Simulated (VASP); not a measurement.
Runs of VASP 6.6.1 on Pt. The structure is that of space group Im-3m (No. 229), or close to it. The cells are those of the table. 

```tsv
cell	gap on the mesh (eV)	pressure (GPa)
a = 2.753 Å, angles 109.5°, 1 atom	none	-13.4
a = 2.807 Å, angles 109.5°, 1 atom	none	-23.3
a = 2.697 Å, angles 109.5°, 1 atom	none	(b)
a = 2.726 Å, angles 109.5°, 1 atom	none	-6.8
a = 2.780 Å, angles 109.5°, 1 atom	none	(a)
```

Alike in all rows: task single point; level PBEsol; potentials or basis VASP PAW PBE potentials, release 64 (Pt); no spin polarisation; k mesh 10 × 10 × 10; cutoff (eV) 520; smearing methfessel-paxton 0.05 eV.

Problem. Fill in the values left out.

Solution. (a) -18.9; (b) 1.1.

Caveats: the PAW data sets were made with another functional, which shifts forces and pressure a little; spin-orbit coupling is left out, which moves the levels of the heavy elements.

A k mesh can miss the band edges, and the runs leave out spin-orbit coupling on Pt.

A gap of «none» marks levels without a gap at the run's occupations.
